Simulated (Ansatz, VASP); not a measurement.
# Two plane-wave programs on Pt

The input INCAR:

```
SYSTEM = Pt
  PREC = Accurate
  ENCUT = 520
  EDIFF = 1E-6
  ISMEAR = 0
  SIGMA = 0.15
  LREAL = .FALSE.
  LASPH = .TRUE.
  NELM = 100
  ALGO = Fast
  ISIF = 2
  LWAVE = .FALSE.
  LCHARG = .FALSE.
  GGA = PE
  NBANDS = 11
```

Contents of KPOINTS:

```
Automatic mesh
0
G
  20 20 20
  0 0 0
```

Contents of POSCAR:

```
Pt
1.0
    0.0146842500      1.9579000000      1.9579000000
    1.9579000000      0.0146842500      1.9579000000
    1.9725842500      1.9725842500      0.0000000000
Pt
1
Direct
    0.0000000000      0.0000000000      0.0000000000
```

Input for Ansatz:

```yaml
crystal:
  lattice:
    - [0.01468425, 1.9579, 1.9579]
    - [1.9579, 0.01468425, 1.9579]
    - [1.97258425, 1.97258425, 0.0]
  atoms:
    - { symbol: Pt, position: [0.0, 0.0, 0.0] }
basis:
  ecutwfc: 420
kpoints:
  mp_grid: { grid: [20, 20, 20] }
hamiltonian:
  xc: pbe
scf:
  occupations: { method: gaussian, width: 0.15 }
output:
  forces: true
  stress: true
  eigenvalues: true
```

Change from the starting cell: strain +0.0150 x Voigt [0, 0, 0, 0, 0, 1], atoms carried along.

Alike in both runs: task single point; functional PBE; k mesh 20 × 20 × 20; occupations gaussian, width 0.15 eV; no spin polarisation.

|  | VASP | Ansatz |
| --- | --- | --- |
| version | VASP 6.6.1 | Ansatz 0.2.0 |
| potentials or method | VASP PAW PBE potentials, release 64 (Pt), cutoff 520 eV | scalar-relativistic, plane waves, PAW |
| valence electrons in the cell | 10 | 18 |

|  | VASP | Ansatz | Ansatz less VASP |
| --- | --- | --- | --- |
| gap on the k mesh at the Fermi level (eV) | none | none | - |
| pressure (GPa) | 11.1 | 11.6 | +0.56 |
| traceless stress, the component that is largest in VASP (GPa) | -1.30 | -1.30 | +0.007 |

A gap of «none» marks a metal or a gap that the smearing closes. VASP's potentials hold 10 valence electrons a cell and Ansatz's 18, so a difference there can come from the potentials and not from the codes.

Spin-orbit coupling is off throughout.
